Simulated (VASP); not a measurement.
A run of VASP 6.6.1:

INCAR

```
PREC = Accurate
ENCUT = 600
EDIFF = 1E-6
ISMEAR = 1
SIGMA = 0.1
LREAL = F
LASPH = T
NELM = 80
ALGO = Normal
ISIF = 3
LWAVE = F
LCHARG = F
GGA = CA
IBRION = 2
NSW = 80
EDIFFG = -0.05
```

KPOINTS

```
Automatic mesh
0
Gamma
  16 16 9
```

POSCAR

```
C
1.0
    2.1273200000     -1.2282820000      0.0000000000
    2.1273200000      1.2282820000      0.0000000000
   -1.3790700000      0.0000000000      3.5028300000
C
2
Direct
    0.8333560000      0.8333560000      0.0000930000
    0.1666440000      0.1666440000      0.9999070000
```

Potentials or basis: VASP PAW LDA potentials, release 64 (C).

Command:

```sh
$ cat potpaw_LDA.64/C/POTCAR > POTCAR
$ mpirun -np 1 vasp_std > vasp.out
```

Hardware: 1 thread of Intel(R) Xeon(R) 6975P-C (Granite Rapids), with other jobs on the host.

**Question.** How long does it take, and how much memory?

**Answer.** It took 2 min on 1 thread of Intel(R) Xeon(R) 6975P-C (Granite Rapids) (shared host), peak memory 0.19 GiB. Counts: scf iterations 41, k points 617, ion steps 7.
